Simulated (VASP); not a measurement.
# GaSb (F-43m) in VASP: further runs

Runs on GaSb. Level: r2SCAN. Tasks: single point.

Everything below comes from runs of VASP 6.6.1. Logs are shortened: lines on timing, memory, paths and dates and some standing lists are left out, and cuts for length are marked.

## (1) The cell of the first run

The structure is cubic, space group F-43m (No. 216). The conventional cell has a = 5.769 Å, b = 5.769 Å, c = 5.769 Å, α = 90.00°, β = 90.00°, γ = 90.00°. Ga (site symmetry -43m) has 4 Sb at 2.50 Å within 3.3 Å. Sb (site symmetry -43m) has 4 Ga at 2.50 Å within 3.3 Å.

## (2) Single point, r2SCAN

Input file POSCAR:

```
GaSb
1.0
    0.0000000000      2.8844848726      2.8844848726
    2.8844848726      0.0000000000      2.8844848726
    2.8844848726      2.8844848726      0.0000000000
Ga Sb
1 1
Direct
    0.0000000000      0.0000000000      0.0000000000
    0.7500000000      0.7500000000      0.7500000000
```

Input file INCAR.step1:

```
SYSTEM = GaSb
PREC     = Accurate       ! precision mode
ENCUT    = 520            ! plane-wave cutoff, eV
ISMEAR   = 0              ! smearing method
SIGMA    = 0.01           ! smearing width, eV
LREAL    = .FALSE.        ! projectors in reciprocal space
LASPH    = .TRUE.         ! aspherical terms in the spheres
NELM     = 100            ! most SCF steps
NBANDS   = 16             ! bands
GGA      = PE             ! functional
ALGO     = Normal         ! electronic algorithm
EDIFF    = 1E-4           ! SCF threshold, eV
LWAVE    = .TRUE.         ! write WAVECAR
LCHARG   = .FALSE.        ! write CHGCAR
```

Input file INCAR.step2:

```
SYSTEM = GaSb
PREC     = Accurate       ! precision mode
ENCUT    = 520            ! plane-wave cutoff, eV
EDIFF    = 1E-6           ! SCF threshold, eV
ISMEAR   = 0              ! smearing method
SIGMA    = 0.01           ! smearing width, eV
LREAL    = .FALSE.        ! projectors in reciprocal space
LASPH    = .TRUE.         ! aspherical terms in the spheres
NELM     = 100            ! most SCF steps
ALGO     = Normal         ! electronic algorithm
ISIF     = 2              ! what is computed and relaxed
LWAVE    = .FALSE.        ! write WAVECAR
LCHARG   = .FALSE.        ! write CHGCAR
METAGGA  = R2SCAN         ! meta-GGA
LMIXTAU  = .TRUE.       
NBANDS   = 16             ! bands
ISTART   = 1
```

Input file KPOINTS:

```
regular mesh
0
G
  8 8 8
  0 0 0
```

Potentials or basis: VASP PAW PBE potentials, release 64 (Ga_d, Sb).

On the command line:

```
$ cat potpaw_PBE.64/Ga_d/POTCAR potpaw_PBE.64/Sb/POTCAR > POTCAR
$ cp INCAR.step1 INCAR
$ mpirun -np 1 vasp_std > vasp.out
$ cp INCAR.step2 INCAR
$ mpirun -np 1 vasp_std > vasp.out
```

OUTCAR:

```text
SYSTEM = GaSb
   PREC = Accurate
   ENCUT = 520
   EDIFF = 1E-6
   ISMEAR = 0
   LREAL = .FALSE.
   LASPH = .TRUE.
   NELM = 100
   ISIF = 2
   METAGGA = R2SCAN
   ISTART = 1

 ion  position               nearest neighbor table
   1  0.000  0.000  0.000-   2 2.50   2 2.50   2 2.50   2 2.50
   2  0.750  0.750  0.750-   1 2.50   1 2.50   1 2.50   1 2.50

  LATTYP: Found a face centered cubic cell.
 ALAT       =     5.7689697452

  Lattice vectors:

 A1 = (   0.0000000000,   2.8844848726,   2.8844848726)
 A2 = (   2.8844848726,   0.0000000000,   2.8844848726)
 A3 = (   2.8844848726,   2.8844848726,   0.0000000000)

Analysis of symmetry for initial positions (statically):
=====================================================================
 Subroutine PRICEL returns:
 Original cell was already a primitive cell.

 Routine SETGRP: Setting up the symmetry group for a
 face centered cubic supercell.

 Subroutine GETGRP returns: Found 24 space group operations
 (whereof 24 operations were pure point group operations)
 out of a pool of 48 trial point group operations.

The static configuration has the point symmetry T_d .

Analysis of symmetry for dynamics (positions and initial velocities):
=====================================================================
 Subroutine PRICEL returns:
 Original cell was already a primitive cell.

 Routine SETGRP: Setting up the symmetry group for a
 face centered cubic supercell.

 Subroutine GETGRP returns: Found 24 space group operations
 (whereof 24 operations were pure point group operations)
 out of a pool of 48 trial point group operations.

The dynamic configuration has the point symmetry T_d .

 Subroutine INISYM returns: Found 24 space group operations
 (whereof 24 operations are pure point group operations),
 and found     1 'primitive' translations

----------------------------------------------------------------------------------------

                                     Primitive cell

  volume of cell :      47.9993

  direct lattice vectors                    reciprocal lattice vectors
     0.000000000  2.884484873  2.884484873    -0.173341176  0.173341176  0.173341176
     2.884484873  0.000000000  2.884484873     0.173341176 -0.173341176  0.173341176
     2.884484873  2.884484873  0.000000000     0.173341176  0.173341176 -0.173341176

  length of vectors
     4.079277627  4.079277627  4.079277627     0.300235724  0.300235724  0.300235724

  position of ions in fractional coordinates (direct lattice)
     0.000000000  0.000000000  0.000000000
     0.750000000  0.750000000  0.750000000

  ion indices of the primitive-cell ions
   primitive index   ion index
                 1           1
                 2           2

----------------------------------------------------------------------------------------

 KPOINTS: regular mesh

Automatic generation of k-mesh.
 Grid dimensions read from file:
 generate k-points for:    8    8    8

 Generating k-lattice:

  Cartesian coordinates                     Fractional coordinates (reciprocal lattice)
    -0.021667647  0.021667647  0.021667647     0.125000000  0.000000000  0.000000000
     0.021667647 -0.021667647  0.021667647     0.000000000  0.125000000  0.000000000
     0.021667647  0.021667647 -0.021667647     0.000000000  0.000000000  0.125000000

  Length of vectors
     0.037529465  0.037529465  0.037529465

  Shift w.r.t. Gamma in fractional coordinates (k-lattice)
     0.000000000  0.000000000  0.000000000

 Subroutine IBZKPT returns following result:
 ===========================================

 Found     29 irreducible k-points:

 Following reciprocal coordinates:
            Coordinates               Weight
  0.000000  0.000000  0.000000      1.000000
  0.125000  0.000000  0.000000      8.000000
  0.250000  0.000000  0.000000      8.000000
  0.375000  0.000000  0.000000      8.000000
  0.500000  0.000000  0.000000      4.000000
  0.125000  0.125000  0.000000      6.000000
[... 16 lines left out ...]
  0.500000  0.250000  0.125000     48.000000
 -0.375000  0.250000  0.125000     24.000000
 [... further k-points ...]
   k-points           NKPTS =     29   k-points in BZ     NKDIM =     29   number of bands    NBANDS=     16
   number of dos      NEDOS =    301   number of ions     NIONS =      2
   total plane-waves  NPLWV =  27000
   dimension x,y,z NGX =    30 NGY =   30 NGZ =   30
   dimension x,y,z NGXF=    60 NGYF=   60 NGZF=   60
   ions per type =               1   1
   NGX,Y,Z   is equivalent  to a cutoff of  12.23, 12.23, 12.23 a.u.
   NGXF,Y,Z  is equivalent  to a cutoff of  24.45, 24.45, 24.45 a.u.
 SYSTEM =  GaSb
   PREC   = accura    normal or accurate (medium, high low for compatibility)
   ISTART =      1    job   : 0-new  1-cont  2-samecut
   ICHARG =      0    charge: 1-file 2-atom 10-const
   ISPIN  =      1    spin polarized calculation?
   LNONCOLLINEAR =      F non collinear calculations
   LSORBIT =      F    spin-orbit coupling
   LASPH  =      T    aspherical Exc in radial PAW
   ENCUT  =  520.0 eV  38.22 Ry    6.18 a.u.   7.58  7.58  7.58*2*pi/ulx,y,z
   NELM   =    100;   NELMIN=  2; NELMDL=  0     # of ELM steps
   EDIFF  = 0.1E-05   stopping-criterion for ELM
   LREAL  =      F    real-space projection
   EDIFFG = 0.1E-04   stopping-criterion for IOM
   NSW    =      0    number of steps for IOM
   IBRION =     -1    ionic relax: 0-MD 1-quasi-New 2-CG
   NFREE  =      0    steps in history (QN), initial steepest desc. (CG)
   ISIF   =      2    stress and relaxation
   ISYM   =      2    0-nonsym 1-usesym 2-fastsym
   POTIM  = 0.5000    time-step for ionic-motion
   TEBEG  =    0.0;   TEEND  =   0.0 temperature during run
   PSTRESS=    0.0 pullay stress
   NELECT =      18.0000    total number of electrons
   NUPDOWN=      -1.0000    fix difference up-down
   EMIN   =  10.00;   EMAX   =-10.00  energy-range for DOS
   EFERMI =   0.00;   METHOD = LEGACY
   ISMEAR =     0;   SIGMA  =   0.01  broadening in eV -4-tet -1-fermi 0-gaus
   EFERMI_NEDOS =   21; number of points for ismear=-14 and -15
   IALGO  =     38    algorithm
   IMIX   =      4    mixing-type and parameters
     AMIX     =   0.40;   BMIX     =  1.00
     AMIX_MAG =   1.60;   BMIX_MAG =  1.00
  volume/ion in A,a.u.               =      24.00       161.96
  Fermi-wavevector in a.u.,A,eV,Ry     =   1.180558  2.230932 18.962680  1.393718
  Thomas-Fermi vector in A             =   2.316848
   LORBIT       =      0    0 simple, 1 ext, 2 COOP (PROOUT), +10 PAW based schemes
   METAGGA = R2SCAN    functional components
   LHFCALC =     F    Hartree Fock is set to
   AEXX    =    0.0000 exact exchange contribution
   IVDW    =     0    specifies the selected vdW correction
   LEPSILON=     F    determine dielectric tensor
   LRPA    =     F    only Hartree local field effects (RPA)
 non-spin polarized calculation
 Gauss-broadening in eV      SIGMA  =   0.01
  energy-cutoff  :      520.00
  volume of cell :       48.00
 maximum number of plane-waves:      1308
   NGX = 15   NGY = 15   NGZ = 15

 number of electron      17.9999996 magnetization

 Free energy of the ion-electron system (eV)
  ---------------------------------------------------
  ext. energy  EPLUGINS =         0.00000000
  ---------------------------------------------------
  free energy    TOTEN  =       -37.21328051 eV

  energy without entropy =      -37.21328051  energy(sigma->0) =      -37.21328051

 E-fermi :   6.7819     XC(G=0): -10.5667

 val. band max:        6.7080762104   @ k =   0.0000   0.0000   0.0000
 cond. band min:       7.4975501431   @ k =   0.3750   0.3750   0.0000
 fundamental gap:      0.7894739327
 Fermi energy:         6.7818875286

 k-point     1 :       0.0000    0.0000    0.0000
  band No.  band energies     occupation
      1      -9.2580      2.00000
      2      -9.2580      2.00000
      3      -9.2579      2.00000
      4      -9.1645      2.00000
      5      -9.1645      2.00000
      6      -6.6615      2.00000
[... 8 lines left out ...]
     15      16.0279      0.00000
     16      16.0279      0.00000

 k-point     2 :       0.1250    0.0000    0.0000
  band No.  band energies     occupation
      1      -9.2680      2.00000
      2      -9.2544      2.00000
      3      -9.2543      2.00000
      4      -9.1651      2.00000
      5      -9.1651      2.00000
      6      -6.4530      2.00000
[... 8 lines left out ...]
     15      15.0423      0.00000
     16      15.0424      0.00000

 k-point     3 :       0.2500    0.0000    0.0000
  band No.  band energies     occupation
      1      -9.2905      2.00000
      2      -9.2462      2.00000
      3      -9.2462      2.00000
      4      -9.1657      2.00000
      5      -9.1657      2.00000
      6      -5.8530      2.00000
[... 8 lines left out ...]
     15      14.8384      0.00000
     16      14.8384      0.00000

 k-point     4 :       0.3750    0.0000    0.0000
  band No.  band energies     occupation
      1      -9.3114      2.00000
      2      -9.2392      2.00000
      3      -9.2392      2.00000
      4      -9.1652      2.00000
      5      -9.1652      2.00000
      6      -4.9869      2.00000
[... 8 lines left out ...]
     15      16.0869      0.00000
     16      16.0869      0.00000
[... 324 lines left out ...]
 k-point    22 :       0.3750    0.2500    0.1250
  band No.  band energies     occupation
      1      -9.3093      2.00000
      2      -9.2367      2.00000
      3      -9.2339      2.00000
      4      -9.1737      2.00000
      5      -9.1626      2.00000
      6      -5.3298      2.00000
[... 8 lines left out ...]
     15      17.0091      0.00000
     16      17.3730      0.00000

 k-point    23 :       0.5000    0.2500    0.1250
  band No.  band energies     occupation
      1      -9.3225      2.00000
      2      -9.2315      2.00000
      3      -9.2274      2.00000
      4      -9.1735      2.00000
      5      -9.1638      2.00000
      6      -4.4907      2.00000
[... 8 lines left out ...]
     15      16.6285      0.00000
     16      18.0554      0.00000

 k-point    24 :      -0.3750    0.2500    0.1250
  band No.  band energies     occupation
      1      -9.3275      2.00000
      2      -9.2302      2.00000
      3      -9.2248      2.00000
      4      -9.1718      2.00000
      5      -9.1653      2.00000
      6      -3.9432      2.00000
[... 8 lines left out ...]
     15      17.2477      0.00000
     16      18.3061      0.00000

 [... further k-points ...]

------------------------ aborting loop because EDIFF is reached ----------------------------------------

  FORCE on cell =-STRESS in cart. coord.  units (eV):
  Direction    XX          YY          ZZ          XY          YZ          ZX
  --------------------------------------------------------------------------------------
  -------------------------------------------------------------------------------------
  Total        4.5331145      4.5331145      4.5331145      0.0000000      0.0000000     -0.0000000
  in kB      151.3116872    151.3116872    151.3116872      0.0000000      0.0000000     -0.0000000
  external PRESSURE =     151.3116872 kB  Pullay stress =       0.0000000 kB

 VOLUME and BASIS-vectors are now :
 -----------------------------------------------------------------------------
  energy-cutoff  :      520.00
  volume of cell :       48.00
      direct lattice vectors                 reciprocal lattice vectors
     0.000000000  2.884484873  2.884484873    -0.173341176  0.173341176  0.173341176
     2.884484873  0.000000000  2.884484873     0.173341176 -0.173341176  0.173341176
     2.884484873  2.884484873  0.000000000     0.173341176  0.173341176 -0.173341176

 POSITION                                       TOTAL-FORCE (eV/Angst)
 -----------------------------------------------------------------------------------
      0.00000      0.00000      0.00000         0.000000      0.000000      0.000000
      4.32673      4.32673      4.32673        -0.000000     -0.000000     -0.000000
 -----------------------------------------------------------------------------------
    total drift:                                0.000005      0.000005      0.000005

  FREE ENERGIE OF THE ION-ELECTRON SYSTEM (eV)
  ---------------------------------------------------
  free  energy   TOTEN  =       -37.2132805141 eV

  energy  without entropy=      -37.2132805141  energy(sigma->0) =      -37.21328051
```

It took 58 s on 1 thread of Intel Xeon Platinum 8124M at 3.00GHz (Skylake/Cascade Lake), shared host; peak memory 0.18 GiB.

What came out:

```yaml
Free_energy: -37.2133 eV
Pressure: 15.1 GPa
Band_gap_on_the_k_mesh: 0.79 eV (least direct gap 1.87 eV)
```

Levels at points of the mesh, in eV from the valence-band top:
```
           k point  band 5  band 6  band 7  band 8  band 9  band 10  band 11  band 12  band 13  band 14
(0.00, 0.00, 0.00)  -15.87  -13.37    0.00    0.00    0.00     1.87     2.87     2.87     2.87     6.56
(0.50, 0.00, 0.00)  -15.87  -11.13   -7.65   -1.55   -1.55     1.13     3.95     3.95     6.76    11.08
(0.50, 0.50, 0.00)  -15.87   -9.95   -8.01   -3.42   -3.42     0.85     1.09    10.48    10.48    12.50
```

Caveat: the cell stands under pressure; semilocal functionals underestimate gaps, and a narrow one can read as zero; the PAW data sets were made with another functional, which shifts forces and pressure a little; spin-orbit coupling is left out, which moves the levels of the heavy elements. A k mesh can miss the band edges.

(Continued in part 2 of 2.)
